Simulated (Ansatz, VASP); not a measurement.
## PtSe2 in VASP and in Ansatz

```
Pt Se
1.0
     3.72865    0.00000    0.00000
    -1.86433    3.22911    0.00000
     0.00000    0.00000    5.22438
Pt Se
1 2
Direct
  0.00000 0.00000 0.00000
  0.33333 0.66667 0.24844
  0.66667 0.33333 0.75156
```

Change from the starting cell: uniaxial_z strain -1.0%.

Alike in both runs: task single point; functional PBE; k mesh 12 × 12 × 6; occupations fermi-dirac, width 0.02 eV; no spin polarisation.

|  | VASP | Ansatz |
| --- | --- | --- |
| version | VASP 6.6.1 | Ansatz 0.2.0 |
| potentials or method | VASP PAW PBE potentials, release 64 (Pt, Se) | plane waves, PAW |
| plane-wave cutoff (eV) | 520 | 420 |
| valence electrons in the cell | 22 | 50 |

```tsv
	VASP	Ansatz	Ansatz less VASP
pressure (GPa)	4.1	4.1	+0.02
traceless stress, the component that is largest in VASP (GPa)	-1.23	-1.22	+0.010
rms of the force components (eV/Å)	0.085	0.084	-0.0018
```

Atom by atom the forces differ by 0.002 eV/Å (rms over components). VASP's potentials hold 22 valence electrons a cell and Ansatz's 50, so a difference there can come from the potentials and not from the codes.

Neither program's run includes spin-orbit coupling.
